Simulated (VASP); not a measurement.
Write the native input for VASP 6.6.1 that does the following.

* Task: single point
* Functional: PBEsol
* Potentials or basis: VASP PAW PBE potentials, release 64 (Al, Cu)
* Cutoff: 520 eV
* k mesh: 10 × 10 × 4, shifted
* Occupations: gaussian, width 0.1 eV
* Spin: no spin polarisation
* Dipole correction: no
* Further INCAR settings: ALGO = Fast; EDIFF = 1e-06; NBANDS = 18

The structure of Al3Cu lies in POSCAR:

```
Al3Cu
1.0
    2.7784054294      0.0000000000      0.0000000000
    0.0000000000      2.7784054294      0.0000000000
    0.0000000000      0.0000000000      7.5134034100
Al Cu
3 1
Direct
    0.0000000000      0.0000000000      0.5000000000
    0.5000000000      0.5000000000      0.2261155100
    0.5000000000      0.5000000000      0.7738844900
    0.0000000000      0.0000000000      0.0000000000
```

The input as run:

INCAR

```
SYSTEM = Al3Cu
ALGO = Fast
EDIFF = 1E-6
ENCUT = 520
GGA = PS
ISIF = 2
ISMEAR = 0
LASPH = .TRUE.
LCHARG = .FALSE.
LREAL = .FALSE.
LWAVE = .FALSE.
NBANDS = 18
NELM = 80
PREC = Accurate
SIGMA = 0.1
```

KPOINTS

```
Automatic mesh
0
Gamma
  10 10 4
  0.5 0.5 0.5
```

Potentials or basis: VASP PAW PBE potentials, release 64 (Al, Cu).

Launch:

```sh
$ cat potpaw_PBE.64/Al/POTCAR potpaw_PBE.64/Cu/POTCAR > POTCAR
$ mpirun -np 1 vasp_std > vasp.out
```

It gave:

```
Pressure               : 1.0 GPa
Largest force          : 0.133 eV/Å
Band gap on the k mesh : zero (band 10 reaches 12.11 eV, above the bottom of band 11 at 7.17 eV)
```

Caveat: the PAW data sets were made with another functional, which shifts forces and pressure a little.

Wall time 17 s on 1 thread of Intel(R) Xeon(R) 6975P-C (Granite Rapids), with other jobs on the host, peak memory 0.18 GiB.
